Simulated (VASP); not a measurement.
A run of VASP 6.6.1 is set up as follows.

INCAR

```
SYSTEM = ErC4
PREC     = Accurate       ! precision mode
ENCUT    = 600            ! plane-wave cutoff, eV
EDIFF    = 1E-7           ! SCF threshold, eV
ISMEAR   = 0              ! smearing method
SIGMA    = 0.1            ! smearing width, eV
LREAL    = .FALSE.        ! projectors in reciprocal space
LASPH    = .TRUE.         ! aspherical terms in the spheres
NELM     = 200            ! most SCF steps
ALGO     = Normal         ! electronic algorithm
ISIF     = 3              ! what is computed and relaxed
LWAVE    = .FALSE.        ! write WAVECAR
LCHARG   = .FALSE.        ! write CHGCAR
GGA      = PE             ! functional
IBRION   = 2              ! ionic algorithm
NSW      = 100            ! ionic steps
EDIFFG   = -0.01          ! ionic threshold
GGA_COMPAT= .FALSE.      
NELMIN   = 4            
LMAXMIX  = 6              ! l up to which the mixer works
```

File KPOINTS:

```
Automatic mesh
0
G
  12 12 8
  0 0 0
```

The input POSCAR:

```
ErC4
1.0
    3.8600100430      0.0000000000      0.0000000000
   -1.9300050215      3.3428667561      0.0000000000
    0.0000000000      0.0000000000      4.4703813915
Er C
1 4
Direct
    0.0000000000      0.0000000000      0.0000000000
    0.5000000000      0.0000000000      0.5000000000
    0.0000000000      0.5000000000      0.5000000000
    0.5000000000      0.5000000000      0.5000000000
    0.0000000000      0.0000000000      0.5000000000
```

Potentials or basis: VASP PAW PBE potentials, release 64 (Er_3, C), 4f in core.

Launch:

```console
$ cat potpaw_PBE.64/Er_3/POTCAR potpaw_PBE.64/C/POTCAR > POTCAR
$ mpirun -np 1 vasp_std > vasp.out
```

(1) What does it give for the relaxed volume?

(2) Predict the band gap on the k mesh.

Results:

(1) 11.42 Å³/atom.

(2) zero (an odd number of electrons rules out a gap without spin polarisation).

Caveat: spin-orbit coupling is left out, which moves the levels of the heavy elements; the 4f electrons are frozen in the core, so they carry no moment and show no levels; an odd number of electrons without spin polarisation forces a metal; a magnetic or distorted state may lie lower.
